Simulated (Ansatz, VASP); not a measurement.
# One calculation of GaP, two programs

```
CELL_PARAMETERS angstrom
0.00000 2.83442 2.83442
2.83442 0.00000 2.83442
2.83442 2.83442 0.00000
ATOMIC_POSITIONS crystal
Ga 0.00000 0.00000 0.00000
P 0.25000 0.25000 0.25000
```

Change from the starting cell: hydrostatic strain +4.0%.

Alike in both runs: task single point; functional PBE; k mesh 8 × 8 × 8; occupations fermi-dirac, width 0.02 eV; no spin polarisation.

|  | VASP | Ansatz |
| --- | --- | --- |
| version | VASP 6.6.1 | Ansatz 0.2.0 |
| potentials or method | VASP PAW PBE potentials, release 64 (Ga_d, P) | plane waves, PAW |
| plane-wave cutoff (eV) | 520 | 420 |
| valence electrons in the cell | 18 | 18 |

```csv
,VASP,Ansatz,Ansatz less VASP
gap on the k mesh at the Fermi level (eV),0.88,0.88,+0.004
pressure (GPa),-5.5,-5.5,-0.02
```
